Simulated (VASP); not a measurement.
A run of VASP 6.6.1:

The input INCAR:

```
  PREC = Accurate
  ENCUT = 520
  EDIFF = 1E-6
  ISMEAR = 0
  SIGMA = 0.02
  LREAL = False
  LASPH = True
  NELM = 150
  ALGO = Normal
  ISIF = 2
  LWAVE = False
  LCHARG = False
  ISPIN = 2
  MAGMOM = 2 2 0 0 0 0
  LORBIT = 11
  LMAXMIX = 4
  GGA = CA
  NBANDS = 39
```

The input KPOINTS:

```
regular mesh
0
Gamma
  8 8 2
```

File POSCAR:

```
MoS2
1.0
    3.1223002780      0.0000000000      0.0000000000
   -1.5611501390      2.7039913590      0.0000000000
    0.0000000000      0.0000000000     12.0782630060
Mo S
2 4
Direct
    0.3333333333      0.6666666667      0.2500000000
    0.6666666667      0.3333333333      0.7500000000
    0.3333333333      0.6666666667      0.6213145445
    0.6666666667      0.3333333333      0.1213145445
    0.3333333333      0.6666666667      0.8786854555
    0.6666666667      0.3333333333      0.3786854555
```

Potentials or basis: VASP PAW LDA potentials, release 64 (Mo_sv, S).

The run is started by

```bash
$ cat potpaw_LDA.64/Mo_sv/POTCAR potpaw_LDA.64/S/POTCAR > POTCAR
$ mpirun -np 1 vasp_std > vasp.out
```

Hardware: 1 thread of Intel Xeon 8259CL, on a shared host.

Question: How long does it take, and how much memory?

Answer: It took 2.9 min on 1 thread of Intel Xeon 8259CL (shared host), peak memory 0.26 GiB. Counts: scf iterations 16, k points 20.
